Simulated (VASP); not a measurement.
Crystal: In2Bi.

```
CELL_PARAMETERS angstrom
5.60644 0.00000 0.00000
-2.80322 4.85532 0.00000
0.00000 0.00000 3.29840
ATOMIC_POSITIONS crystal
In 0.00000 0.00000 0.50000
In 0.33333 0.66667 0.00000
Bi 0.66667 0.33333 0.50000
```

* Program: VASP 6.6.1
* Task: relaxation of cell and atoms
* Functional: LDA
* Potentials or basis: VASP PAW LDA potentials, release 64 (In_d, Bi_d)
* Cutoff: 600 eV
* k mesh: 9 × 9 × 12
* Occupations: gaussian, width 0.1 eV
* Spin: no spin polarisation

At the start: pressure -3.9 GPa; volume 29.93 Å³/atom.

How do energy, volume and symmetry change on relaxing?

Over 8 steps the energy falls by 36.1 meV/atom and the volume is 27.18 Å³/atom (-9.2 %); space group P-6m2 (No. 187, to 0.1 Å) before and after.

Step by step:
```
step  energy change (eV)  largest force (eV/Å)  pressure (GPa)  volume (Å³)
   1              0.0000                0.0000           -3.86        89.79
   2             -0.1070                0.0000            0.50        80.74
   3             -0.1082                0.0000            0.06        81.53
   4             -0.1082                0.0000           -0.15        81.69
   5             -0.1082                0.0000           -0.09        81.68
   6             -0.1082                0.0000           -0.08        81.67
   7             -0.1083                0.0000            0.04        81.50
   8             -0.1083                0.0000            0.00        81.54
```

Final structure:
```
CELL_PARAMETERS angstrom
5.43324 0.00000 0.00000
-2.71662 4.70533 0.00000
0.00000 0.00000 3.18944
ATOMIC_POSITIONS crystal
In 0.00000 0.00000 0.50000
In 0.33333 0.66667 0.00000
Bi 0.66667 0.33333 0.50000
```
